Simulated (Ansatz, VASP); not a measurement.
# NaCl in VASP and in Ansatz

Contents of INCAR:

```
SYSTEM = NaCl
PREC = Accurate
ENCUT = 1130
EDIFF = 1E-6
ISMEAR = -5
SIGMA = 0.1
LREAL = .False.
LASPH = .True.
NELM = 200
ALGO = Normal
ISIF = 2
LWAVE = .False.
LCHARG = .False.
LDAU = .True.
LDAUTYPE = 2
LDAUL = -1 1
LDAUU = 0 1.1
LDAUJ = 0 0
LDAUPRINT = 1
GGA = PS
NBANDS = 15
GGA_COMPAT = .False.
```

KPOINTS

```
Automatic mesh
0
Gamma
  4 4 4
  0 0 0
```

POSCAR

```
NaCl
1.0
    3.5021900000      0.0000000000      0.0000000000
    0.0000000000      3.5021900000      0.0000000000
    0.0000000000      0.0000000000      3.5021900000
Na Cl
1 1
Direct
    0.0000000000      0.0000000000      0.0000000000
    0.5000000000      0.5000000000      0.5000000000
```

Input for Ansatz:

```yaml
crystal:
  lattice:
    - [3.50219, 0.0, 0.0]
    - [0.0, 3.50219, 0.0]
    - [0.0, 0.0, 3.50219]
  atoms:
    - { symbol: Na, position: [0.0, 0.0, 0.0] }
    - { symbol: Cl, position: [0.5, 0.5, 0.5] }
basis:
  ecutwfc: 420
kpoints:
  mp_grid: { grid: [4, 4, 4] }
hamiltonian:
  xc: pbesol
  hubbard: { sites: [{ species: Cl, l: p, u_eff: 1.1 }] }
scf:
  occupations: { method: tetrahedron }
  n_extra_bands: 12
output:
  forces: true
  stress: true
  eigenvalues: true
```

Alike in both runs: task single point; functional PBEsol; k mesh 4 × 4 × 4; occupations tetrahedron; no spin polarisation; Hubbard terms Cl p U = 1.1 eV.

|  | VASP | Ansatz |
| --- | --- | --- |
| version | VASP 6.6.1 | Ansatz 0.2.0 |
| potentials or method | VASP PAW PBE potentials, release 64 (Na_sv, Cl), cutoff 1130 eV | scalar-relativistic, plane waves, PAW |
| valence electrons in the cell | 16 | 16 |

```csv
,VASP,Ansatz,Ansatz less VASP
gap on the k mesh at the Fermi level (eV),3.88,4.28,+0.397
least direct gap on the mesh (eV),4.38,4.78,+0.403
pressure (GPa),-1.4,-1.1,+0.23
```

VASP's potentials were made for PBE, not for PBEsol. The programs project onto different local orbitals, so the same U acts differently, and such runs can settle in different states. Ansatz's warnings: band table not solved further, tetrahedron derivatives may miss energy slope.

The k mesh is coarse, so the values compare programs but aren't converged.
